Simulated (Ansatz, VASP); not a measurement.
## Ga16P16H in VASP and in Ansatz

```
Ga P H
1.0
     5.50512    5.50512   -5.50512
    -5.50512   -5.50512   -5.50512
    -5.50512    5.50512    5.50512
Ga P H
16 16 1
Cartesian
  -2.7526 0.0192 -2.7526
  0.0000 2.7526 -2.7526
  2.7526 5.5051 -2.7526
  -2.7526 5.4859 -2.7526
  -5.5027 -0.0024 -0.0024
  -2.7526 2.7526 0.0000
  -0.0024 5.5075 -0.0024
  -2.7526 2.7526 -5.5051
  -0.0192 2.7526 -8.2577
  -0.0024 -0.0024 -5.5027
  2.7526 2.7526 -5.4859
  -5.4859 2.7526 2.7526
  -8.2577 0.0000 -2.7526
  -5.5051 2.7526 -2.7526
  0.0024 0.0024 0.0024
  -2.7526 -2.7526 -5.5244
  -1.3911 -1.3911 -4.1140
  1.3770 1.3770 -4.1211
  4.1281 4.1281 -4.1211
  -1.3770 4.1211 -4.1281
  -4.1140 -1.3911 -1.3911
  -1.3770 1.3840 -1.3770
  1.3770 4.1281 -1.3840
  -1.3840 1.3770 -6.8821
  -4.1140 -4.1140 -4.1140
  -4.1281 4.1211 -1.3770
  -1.3911 6.8962 -1.3911
  -4.1211 1.3770 1.3770
  -1.3840 4.1281 1.3770
  -4.1281 1.3840 -4.1281
  -4.1211 4.1281 4.1281
  -6.8821 1.3770 -1.3840
  -2.7526 -2.7526 -2.7526
```

Alike in both runs: functional PBE; k mesh 1 × 1 × 1; occupations gaussian, width 0.01 eV; collinear spin.

Ansatz relaxed the structure, and its values are those at the end. VASP's run is a single point on that final structure, the one shown.

```csv
,VASP,Ansatz
version,VASP 6.6.1,Ansatz 0.2.0
potentials or method,"VASP PAW PBE potentials, release 64 (Ga_d, P, H), cutoff 520 eV","scalar-relativistic, plane waves, PAW"
valence electrons in the cell,289,289
```

VASP gave:

* gap on the k mesh at the Fermi level (eV): 0.47
* least direct gap on the mesh (eV): 0.47
* rms of the force components (eV/Å): 0.003
* net moment per atom (μB): 0.03
* size of the moment on the site where the two differ most (μB): 0.24

Question: What did Ansatz give for the same quantities?

Answer: gap on the k mesh at the Fermi level (eV): 0.48; least direct gap on the mesh (eV): 0.48; rms of the force components (eV/Å): 0.004; net moment per atom (μB): 0.03; size of the moment on the site where the two differ most (μB): 0.45.

Site moments also hang on the region over which each program counts them. The functional is the same, so the differences come from potentials, cutoffs and numerics.
